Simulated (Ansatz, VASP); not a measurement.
# Al2Cu: VASP beside Ansatz

```xyz
6
Lattice="-3.0335 3.0335 2.4385 3.0335 -3.0335 2.4385 3.0335 3.0335 -2.4385" Properties=species:S:1:pos:R:3 pbc="T T T"
Al    3.9927    0.9592    0.0000
Al    2.0743    0.9592    2.4385
Al   -0.9592    2.0743    2.4385
Al    0.9592    2.0743    0.0000
Cu    0.0000    0.0000    3.6578
Cu    0.0000    0.0000    1.2192
```

Alike in both runs: task single point; functional LDA; k mesh 10 × 10 × 10; occupations gaussian, width 0.05 eV; no spin polarisation.

```csv
,VASP,Ansatz
version,VASP 6.6.1,Ansatz 0.2.0
potentials or method,"VASP PAW LDA potentials, release 64 (Al, Cu), cutoff 520 eV","scalar-relativistic, plane waves, PAW"
valence electrons in the cell,34,50
```

|  | VASP | Ansatz | Ansatz less VASP |
| --- | --- | --- | --- |
| pressure (GPa) | -6.1 | -6.5 | -0.35 |
| traceless stress, the component that is largest in VASP (GPa) | 0.11 | 0.09 | -0.018 |
| rms of the force components (eV/Å) | 0.063 | 0.063 | +0.0005 |

LDA's correlation is that of Perdew and Zunger in VASP and of Perdew and Wang (1992) in Ansatz. Atom by atom the forces differ by 0.001 eV/Å (rms over components). VASP's potentials hold 34 valence electrons a cell and Ansatz's 50, so a difference there can come from the potentials and not from the codes.
